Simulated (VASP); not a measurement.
A run of VASP 6.6.1 is set up as follows.

The input INCAR:

```
PREC = Accurate
ENCUT = 520
EDIFF = 1E-6
ISMEAR = 0
SIGMA = 0.01
LREAL = False
LASPH = True
NELM = 100
ALGO = Normal
ISIF = 2
LWAVE = False
LCHARG = True
GGA = PE
LELF = True
LVHAR = True
NBANDS = 11
```

Contents of KPOINTS:

```
regular mesh
0
Gamma
  6 6 6
```

POSCAR

```
AlN
1.0
    0.0000000000      2.2159017290      2.2159017290
    2.2159017290      0.0000000000      2.2159017290
    2.2159017290      2.2159017290      0.0000000000
Al N
1 1
Direct
    0.0000000000      0.0000000000      0.0000000000
    0.7500000000      0.7500000000      0.7500000000
```

Potentials or basis: VASP PAW PBE potentials, release 64 (Al, N).

Run with:

```console
$ cat potpaw_PBE.64/Al/POTCAR potpaw_PBE.64/N/POTCAR > POTCAR
$ mpirun -np 1 vasp_std > vasp.out
```

Problem. Estimate the pressure.

Solution. -3.9 GPa.

Problem. What does it give for the band gap on the k mesh?

Solution. 3.29 eV, indirect (least direct gap 3.81 eV).

Caveat: the cell differs from its parent crystal (strain +1.4%). A k mesh can miss the band edges.
